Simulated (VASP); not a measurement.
# Rh (Fm-3m) in VASP: notebook

Rh is run at these levels: r2SCAN; tasks: single point, relaxation of cell and atoms.

All numbers are computed with VASP 6.6.1; they aren't measurements. Logs are shortened: lines on timing, memory, paths and dates and some standing lists are left out, and cuts for length are marked.

## (1) The cell of the first run

Symmetry: Fm-3m, No. 225, cubic system. The conventional cell has a = 3.799 Å, b = 3.799 Å, c = 3.799 Å, α = 90.00°, β = 90.00°, γ = 90.00°. Rh (site symmetry m-3m) has 12 Rh at 2.69 Å within 3.5 Å.

## (2) Single point, r2SCAN

The input, POSCAR:

```
Rh
1.0
    0.0000000000      1.8997187283      1.8997187283
    1.8997187283      0.0000000000      1.8997187283
    1.8997187283      1.8997187283      0.0000000000
Rh
1
Direct
    0.0000000000      0.0000000000      0.0000000000
```

The input, INCAR.step1:

```
SYSTEM = Rh
ALGO = Normal ; EDIFF = 1E-5
ENCUT = 550 ; GGA = PE
GGA_COMPAT = .FALSE. ; ISMEAR = 1
LASPH = .TRUE. ; LCHARG = .FALSE.
LREAL = .FALSE. ; LWAVE = .TRUE.
NBANDS = 14 ; NELM = 120
PREC = Accurate ; SIGMA = 0.1
```

The input, INCAR.step2:

```
SYSTEM = Rh
ALGO = Normal ; EDIFF = 1E-6
ENCUT = 550 ; GGA_COMPAT = .FALSE.
ISIF = 2 ; ISMEAR = 1
ISTART = 1 ; LASPH = .TRUE.
LCHARG = .FALSE. ; LMIXTAU = .TRUE.
LREAL = .FALSE. ; LWAVE = .FALSE.
METAGGA = R2SCAN ; NBANDS = 14
NELM = 120 ; PREC = Accurate
SIGMA = 0.1
```

The input, KPOINTS:

```
k-points
0
G
  10 10 10
  0 0 0
```

Potentials or basis: VASP PAW PBE potentials, release 64 (Rh_pv).

The run is started by

```sh
cat potpaw_PBE.64/Rh_pv/POTCAR > POTCAR
cp INCAR.step1 INCAR
mpirun -np 1 vasp_std > vasp.out
cp INCAR.step2 INCAR
mpirun -np 1 vasp_std > vasp.out
```

OUTCAR:

```text
SYSTEM = Rh
   EDIFF = 1E-6
   ENCUT = 550
   ISIF = 2
   ISMEAR = 1
   ISTART = 1
   LASPH = .TRUE.
   LREAL = .FALSE.
   METAGGA = R2SCAN
   NELM = 120
   PREC = Accurate

 ion  position               nearest neighbor table
   1  0.000  0.000  0.000-

  LATTYP: Found a face centered cubic cell.
 ALAT       =     3.7994374566

  Lattice vectors:

 A1 = (   0.0000000000,   1.8997187283,   1.8997187283)
 A2 = (   1.8997187283,   0.0000000000,   1.8997187283)
 A3 = (   1.8997187283,   1.8997187283,   0.0000000000)

Analysis of symmetry for initial positions (statically):
=====================================================================
 Subroutine PRICEL returns:
 Original cell was already a primitive cell.

 Routine SETGRP: Setting up the symmetry group for a
 face centered cubic supercell.

 Subroutine GETGRP returns: Found 48 space group operations
 (whereof 48 operations were pure point group operations)
 out of a pool of 48 trial point group operations.

The static configuration has the point symmetry O_h .

Analysis of symmetry for dynamics (positions and initial velocities):
=====================================================================
 Subroutine PRICEL returns:
 Original cell was already a primitive cell.

 Routine SETGRP: Setting up the symmetry group for a
 face centered cubic supercell.

 Subroutine GETGRP returns: Found 48 space group operations
 (whereof 48 operations were pure point group operations)
 out of a pool of 48 trial point group operations.

The dynamic configuration has the point symmetry O_h .

 Subroutine INISYM returns: Found 48 space group operations
 (whereof 48 operations are pure point group operations),
 and found     1 'primitive' translations

----------------------------------------------------------------------------------------

                                     Primitive cell

  volume of cell :      13.7119

  direct lattice vectors                    reciprocal lattice vectors
     0.000000000  1.899718728  1.899718728    -0.263196858  0.263196858  0.263196858
     1.899718728  0.000000000  1.899718728     0.263196858 -0.263196858  0.263196858
     1.899718728  1.899718728  0.000000000     0.263196858  0.263196858 -0.263196858

  length of vectors
     2.686607990  2.686607990  2.686607990     0.455870330  0.455870330  0.455870330

  position of ions in fractional coordinates (direct lattice)
     0.000000000  0.000000000  0.000000000

  ion indices of the primitive-cell ions
   primitive index   ion index
                 1           1

----------------------------------------------------------------------------------------

 KPOINTS: k-points

Automatic generation of k-mesh.
 Grid dimensions read from file:
 generate k-points for:   10   10   10

 Generating k-lattice:

  Cartesian coordinates                     Fractional coordinates (reciprocal lattice)
    -0.026319686  0.026319686  0.026319686     0.100000000  0.000000000  0.000000000
     0.026319686 -0.026319686  0.026319686     0.000000000  0.100000000  0.000000000
     0.026319686  0.026319686 -0.026319686     0.000000000  0.000000000  0.100000000

  Length of vectors
     0.045587033  0.045587033  0.045587033

  Shift w.r.t. Gamma in fractional coordinates (k-lattice)
     0.000000000  0.000000000  0.000000000

 Subroutine IBZKPT returns following result:
 ===========================================

 Found     47 irreducible k-points:

 Following reciprocal coordinates:
            Coordinates               Weight
  0.000000  0.000000  0.000000      1.000000
  0.100000  0.000000  0.000000      8.000000
  0.200000  0.000000  0.000000      8.000000
  0.300000  0.000000  0.000000      8.000000
  0.400000  0.000000  0.000000      8.000000
  0.500000  0.000000  0.000000      4.000000
[... 16 lines left out ...]
  0.300000  0.300000  0.000000      6.000000
  0.400000  0.300000  0.000000     24.000000
 [... further k-points ...]
   k-points           NKPTS =     47   k-points in BZ     NKDIM =     47   number of bands    NBANDS=     14
   number of dos      NEDOS =    301   number of ions     NIONS =      1
   total plane-waves  NPLWV =  13824
   dimension x,y,z NGX =    24 NGY =   24 NGZ =   24
   dimension x,y,z NGXF=    48 NGYF=   48 NGZF=   48
   ions per type =               1
   NGX,Y,Z   is equivalent  to a cutoff of  14.85, 14.85, 14.85 a.u.
   NGXF,Y,Z  is equivalent  to a cutoff of  29.70, 29.70, 29.70 a.u.
 SYSTEM =  Rh
   PREC   = accura    normal or accurate (medium, high low for compatibility)
   ISTART =      1    job   : 0-new  1-cont  2-samecut
   ICHARG =      0    charge: 1-file 2-atom 10-const
   ISPIN  =      1    spin polarized calculation?
   LNONCOLLINEAR =      F non collinear calculations
   LSORBIT =      F    spin-orbit coupling
   LASPH  =      T    aspherical Exc in radial PAW
   ENCUT  =  550.0 eV  40.42 Ry    6.36 a.u.   5.14  5.14  5.14*2*pi/ulx,y,z
   NELM   =    120;   NELMIN=  2; NELMDL=  0     # of ELM steps
   EDIFF  = 0.1E-05   stopping-criterion for ELM
   LREAL  =      F    real-space projection
   EDIFFG = 0.1E-04   stopping-criterion for IOM
   NSW    =      0    number of steps for IOM
   IBRION =     -1    ionic relax: 0-MD 1-quasi-New 2-CG
   NFREE  =      0    steps in history (QN), initial steepest desc. (CG)
   ISIF   =      2    stress and relaxation
   ISYM   =      2    0-nonsym 1-usesym 2-fastsym
   POTIM  = 0.5000    time-step for ionic-motion
   TEBEG  =    0.0;   TEEND  =   0.0 temperature during run
   PSTRESS=    0.0 pullay stress
   NELECT =      15.0000    total number of electrons
   NUPDOWN=      -1.0000    fix difference up-down
   EMIN   =  10.00;   EMAX   =-10.00  energy-range for DOS
   EFERMI =   0.00;   METHOD = LEGACY
   ISMEAR =     1;   SIGMA  =   0.10  broadening in eV -4-tet -1-fermi 0-gaus
   EFERMI_NEDOS =   21; number of points for ismear=-14 and -15
   IALGO  =     38    algorithm
   IMIX   =      4    mixing-type and parameters
     AMIX     =   0.40;   BMIX     =  1.00
     AMIX_MAG =   1.60;   BMIX_MAG =  1.00
  volume/ion in A,a.u.               =      13.71        92.53
  Fermi-wavevector in a.u.,A,eV,Ry     =   1.686835  3.187656 38.714187  2.845412
  Thomas-Fermi vector in A             =   2.769429
   LORBIT       =      0    0 simple, 1 ext, 2 COOP (PROOUT), +10 PAW based schemes
   METAGGA = R2SCAN    functional components
   LHFCALC =     F    Hartree Fock is set to
   AEXX    =    0.0000 exact exchange contribution
   IVDW    =     0    specifies the selected vdW correction
   LEPSILON=     F    determine dielectric tensor
   LRPA    =     F    only Hartree local field effects (RPA)
 non-spin polarized calculation
 Methfessel and Paxton  Order N= 1 SIGMA  =   0.10
  energy-cutoff  :      550.00
  volume of cell :       13.71
 maximum number of plane-waves:       411
 NGX is ok and might be reduce to    24
   NGX = 11   NGY = 11   NGZ = 11

 number of electron      15.0000002 magnetization

 Free energy of the ion-electron system (eV)
  ---------------------------------------------------
  ext. energy  EPLUGINS =         0.00000000
  ---------------------------------------------------
  free energy    TOTEN  =       -24.14620343 eV

  energy without entropy =      -24.14591488  energy(sigma->0) =      -24.14610725

 E-fermi :  11.8129     XC(G=0): -15.2287

 val. band max:       11.7900126147   @ k =  -0.3000   0.3000   0.1000
 cond. band min:      11.8833719359   @ k =   0.5000   0.2000   0.1000
 fundamental gap:      0.0933593212
 Fermi energy:        11.8129141771

 k-point     1 :       0.0000    0.0000    0.0000
  band No.  band energies     occupation
      1     -36.0220      2.00000
      2     -36.0220      2.00000
      3     -36.0220      2.00000
      4       3.5802      2.00000
      5       8.5911      2.00000
      6       8.5911      2.00000
      7       8.5911      2.00000
      8      10.6961      2.00000
      9      10.6961      2.00000
     10      28.4919      0.00000
     11      29.1412      0.00000
     12      34.2672      0.00000
     13      34.2672      0.00000
     14      34.2672      0.00000

 k-point     2 :       0.1000    0.0000    0.0000
  band No.  band energies     occupation
      1     -36.1004      2.00000
      2     -36.0325      2.00000
      3     -36.0325      2.00000
      4       3.9936      2.00000
      5       8.4202      2.00000
      6       8.7446      2.00000
      7       8.7446      2.00000
      8      10.6192      2.00000
      9      10.6192      2.00000
     10      29.0630      0.00000
     11      29.1414      0.00000
     12      32.3694      0.00000
     13      34.8661      0.00000
     14      34.8661      0.00000

 k-point     3 :       0.2000    0.0000    0.0000
  band No.  band energies     occupation
      1     -36.3030      2.00000
      2     -36.0600      2.00000
      3     -36.0600      2.00000
      4       4.9948      2.00000
      5       8.2445      2.00000
      6       8.9696      2.00000
      7       8.9696      2.00000
      8      10.6581      2.00000
      9      10.6581      2.00000
     10      29.1342      0.00000
     11      29.2349      0.00000
     12      30.1488      0.00000
     13      36.4545      0.00000
     14      36.4545      0.00000
[... 324 lines left out ...]
 k-point    23 :       0.3000    0.3000    0.0000
  band No.  band energies     occupation
      1     -36.5235      2.00000
      2     -36.2132      2.00000
      3     -36.2132      2.00000
      4       6.0456      2.00000
      5       6.4660      2.00000
      6      10.5714      2.00000
      7      10.9344      2.00000
      8      10.9344      2.00000
      9      11.6966      2.06966
     10      29.1409      0.00000
     11      29.8879      0.00000
     12      29.8879      0.00000
     13      30.2414      0.00000
     14      33.6420      0.00000

 k-point    24 :       0.4000    0.3000    0.0000
  band No.  band energies     occupation
      1     -36.6284      2.00000
      2     -36.2709      2.00000
      3     -36.2458      2.00000
      4       5.9639      2.00000
      5       6.2885      2.00000
      6      10.3227      2.00000
      7      11.0678      2.00000
      8      12.2600     -0.00000
      9      13.3019     -0.00000
     10      26.8126      0.00000
     11      28.7187      0.00000
     12      28.7980      0.00000
     13      29.1439      0.00000
     14      34.5210      0.00000

 [... further k-points ...]
[... 5 lines left out ...]
  --------------------------------------------------------------------------------------
  -------------------------------------------------------------------------------------
  Total        0.0942752      0.0942752      0.0942752      0.0000000      0.0000000      0.0000000
  in kB       11.0156451     11.0156451     11.0156451      0.0000000      0.0000000      0.0000000
  external PRESSURE =      11.0156451 kB  Pullay stress =       0.0000000 kB

 VOLUME and BASIS-vectors are now :
 -----------------------------------------------------------------------------
  energy-cutoff  :      550.00
  volume of cell :       13.71
      direct lattice vectors                 reciprocal lattice vectors
     0.000000000  1.899718728  1.899718728    -0.263196858  0.263196858  0.263196858
     1.899718728  0.000000000  1.899718728     0.263196858 -0.263196858  0.263196858
     1.899718728  1.899718728  0.000000000     0.263196858  0.263196858 -0.263196858

 POSITION                                       TOTAL-FORCE (eV/Angst)
 -----------------------------------------------------------------------------------
      0.00000      0.00000      0.00000         0.000000      0.000000     -0.000000
 -----------------------------------------------------------------------------------
    total drift:                               -0.000000      0.000000      0.000000

  FREE ENERGIE OF THE ION-ELECTRON SYSTEM (eV)
  ---------------------------------------------------
  free  energy   TOTEN  =       -24.1462034261 eV

  energy  without entropy=      -24.1459148830  energy(sigma->0) =      -24.14610725
```

It took 23 s on 1 thread of Intel Xeon Platinum 8559C (Emerald Rapids), shared host; peak memory 0.15 GiB.

Results:

```yaml
Free_energy: -24.1462 eV
Pressure: 1.1 GPa
Band_gap_on_the_k_mesh: zero (an odd number of electrons rules out a gap without spin polarisation)
```

Caveat: an empty level that is flat over the whole mesh can mark a ghost state of the potentials, or a narrow d or f band; the PAW data sets were made with another functional, which shifts forces and pressure a little.

## (3) Relaxation of cell and atoms, r2SCAN

This run uses another cell than the first one, of 13.67 Å³/atom.

The input, POSCAR:

```
Rh
1.0
    0.0000000000      1.8978500000      1.8978500000
    1.8978500000      0.0000000000      1.8978500000
    1.8978500000      1.8978500000      0.0000000000
Rh
1
Direct
    0.0000000000      0.0000000000      0.0000000000
```

The input, INCAR.step1:

```
ALGO = Normal
EDIFF = 1E-5
EDIFFG = -0.005
ENCUT = 550
GGA = PE
GGA_COMPAT = False
IBRION = 2
ISIF = 3
ISMEAR = 1
LASPH = True
LCHARG = False
LREAL = False
LWAVE = True
NELM = 120
NELMIN = 4
NSW = 100
PREC = Accurate
SIGMA = 0.1
```

The input, INCAR.step2:

```
ALGO = Normal
EDIFF = 1E-7
EDIFFG = -0.02
ENCUT = 550
GGA_COMPAT = False
IBRION = 2
ISIF = 3
ISMEAR = 1
ISTART = 1
LASPH = True
LCHARG = False
LMIXTAU = True
LREAL = False
LWAVE = False
METAGGA = R2SCAN
NELM = 120
NELMIN = 4
NSW = 50
PREC = Accurate
SIGMA = 0.1
```

The input, KPOINTS:

```
k-points
0
Gamma
  10 10 10
```

Potentials or basis: VASP PAW PBE potentials, release 64 (Rh_pv).

The run is started by

```sh
cat potpaw_PBE.64/Rh_pv/POTCAR > POTCAR
cp INCAR.step1 INCAR
mpirun -np 1 vasp_std > vasp.out
cp INCAR.step2 INCAR
mpirun -np 1 vasp_std > vasp.out
```

It took 76 s on 1 thread of Intel Xeon Platinum 8559C (Emerald Rapids), shared host; peak memory 0.15 GiB.

Results (log left out):

```yaml
Free_energy: -24.1464 eV
Relaxed_volume: 13.77 Å³/atom
Relaxed_cell: a = 2.690 Å, b = 2.690 Å, c = 2.690 Å, α = 60.00°, β = 60.00°, γ = 60.00°
Space_group_after_relaxing_to_0.1_Å: Fm-3m (No. 225)
Energy_gained_by_relaxing: 0.6 meV/atom
Ionic_steps: 3
Pressure_after_relaxing: 0.0 GPa
Band_gap_on_the_k_mesh: zero (an odd number of electrons rules out a gap without spin polarisation)
```

The path:
| step | energy change (eV) | largest force (eV/Å) | pressure (GPa) | volume (Å³) |
| --- | --- | --- | --- | --- |
| 1 | 0.0000 | 0.0000 | 1.98 | 13.67 |
| 2 | 0.0031 | 0.0000 | -4.73 | 14.01 |
| 3 | -0.0006 | 0.0000 | 0.00 | 13.77 |

Final structure:
```cif
data_structure
_symmetry_space_group_name_H-M 'P 1'
_symmetry_Int_Tables_number 1
_cell_length_a 2.6901
_cell_length_b 2.6901
_cell_length_c 2.6901
_cell_angle_alpha 60.000
_cell_angle_beta 60.000
_cell_angle_gamma 60.000
_cell_volume 13.77
loop_
_atom_site_label
_atom_site_type_symbol
_atom_site_fract_x
_atom_site_fract_y
_atom_site_fract_z
_atom_site_occupancy
Rh1 Rh 0.00000 0.00000 0.00000 1
```

Levels at points of the mesh, in eV from the Fermi level:
| k point | band 3 | band 4 | band 5 | band 6 | band 7 | band 8 | band 9 | band 10 | band 11 |
| --- | --- | --- | --- | --- | --- | --- | --- | --- | --- |
| (0.00, 0.00, 0.00) | -47.83 | -8.20 | -3.20 | -3.20 | -3.20 | -1.11 | -1.11 | 16.68 | 17.33 |
| (0.50, 0.00, 0.00) | -47.94 | -6.36 | -3.32 | -3.32 | 0.55 | 0.55 | 0.88 | 9.04 | 16.25 |
| (0.50, 0.50, 0.00) | -48.11 | -6.57 | -6.20 | 0.47 | 1.01 | 1.01 | 3.45 | 12.83 | 13.97 |

Caveat: the PAW data sets were made with another functional, which shifts forces and pressure a little. Zero-point motion and thermal expansion aren't in these numbers.

The gap in the log of VASP goes by the Fermi energy; the results here count the filled bands.